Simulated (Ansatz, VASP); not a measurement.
## Two plane-wave programs on BaTiO3

```xyz
5
Lattice="4.0524 0.0000 0.0000 0.0000 4.0524 0.0000 0.0000 0.0000 4.0709" Properties=species:S:1:pos:R:3 pbc="T T T"
Ba    0.0000    0.0000    0.0000
Ti    2.0262    2.0262    2.0354
O     2.0262    2.0262    0.0000
O     2.0262    0.0000    2.0354
O     0.0000    2.0262    2.0354
```

Change from the starting cell: volume scaled by 1.04, PAW files.

Alike in both runs: task electric field gradients; functional PBEsol; k mesh 7 × 7 × 7; occupations fermi-dirac, width 0.03 eV; no spin polarisation.

|  | VASP | Ansatz |
| --- | --- | --- |
| version | VASP 6.6.1 | Ansatz 0.2.0 |
| potentials or method | VASP PAW PBE potentials, release 64 (Ba_sv, Ti_sv, O) | PAW with Ansatz's default frozen-core files, scalar-relativistic |
| plane-wave cutoff (eV) | 520 | 420 |
| valence electrons in the cell | 40 | 40 |

|  | VASP | Ansatz | Ansatz less VASP |
| --- | --- | --- | --- |
| gap on the k mesh at the Fermi level (eV) | 1.67 | 1.74 | +0.062 |
| pressure (GPa) | -8.7 | -10.3 | -1.56 |
| traceless stress, the component that is largest in VASP (GPa) | -0.47 | -0.45 | +0.016 |
| size of Vzz on the site where it differs most (V/Å²) | 25.7 | 26.7 | +0.92 |

VASP's potentials were made for PBE, not for PBEsol.

Spin-orbit coupling is off throughout.
